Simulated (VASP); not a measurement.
Crystal: InSb5.

```
CELL_PARAMETERS angstrom
3.38452 0.00000 0.00000
0.00000 3.38452 0.00000
0.00000 0.00000 14.18135
ATOMIC_POSITIONS crystal
In 0.50000 0.50000 0.00000
Sb 0.50000 0.50000 0.33460
Sb 0.50000 0.50000 0.66540
Sb 0.00000 0.00000 0.17175
Sb 0.00000 0.00000 0.82825
Sb 0.00000 0.00000 0.50000
```

The cell was built from a structure type or drawn by symmetry, and may not be a known phase.

- Program: VASP 6.6.1
- Task: relaxation of cell and atoms
- Functional: PBE
- Potentials or basis: VASP PAW PBE potentials, release 64 (In_d, Sb)
- Cutoff: 600 eV
- k mesh: 6 × 6 × 2
- Occupations: gaussian, width 0.1 eV
- Spin: no spin polarisation

At the start: pressure 0.9 GPa; volume 27.07 Å³/atom.

How do energy, volume and symmetry change on relaxing?

Over 8 steps the energy falls by 3.6 meV/atom and the volume is 27.48 Å³/atom (+1.5 %); space group P4/mmm (No. 123, to 0.1 Å) before and after.

The path:
```
step  energy change (eV)  largest force (eV/Å)  pressure (GPa)  volume (Å³)
   1              0.0000                0.0601            0.93       162.45
   2             -0.0131                0.0694           -0.35       166.15
   3             -0.0133                0.0695           -0.28       165.86
   4             -0.0184                0.0657           -0.21       165.67
   5             -0.0206                0.0616           -0.13       165.44
   6             -0.0212                0.0506            0.09       164.78
   7             -0.0212                0.0501            0.11       164.75
   8             -0.0218                0.0360            0.08       164.86
```

Final structure:
```xyz
6
Lattice="3.3702 0.0000 0.0000 0.0000 3.3702 0.0000 0.0000 0.0000 14.5145" Properties=species:S:1:pos:R:3 pbc="T T T"
In    1.6851    1.6851    0.0000
Sb    1.6851    1.6851    4.8770
Sb    1.6851    1.6851    9.6376
Sb    0.0000    0.0000    2.4911
Sb    0.0000    0.0000   12.0235
Sb    3.3702    0.0000    7.2573
```

Caveat: the highest band is partly filled, so the run has too few bands.
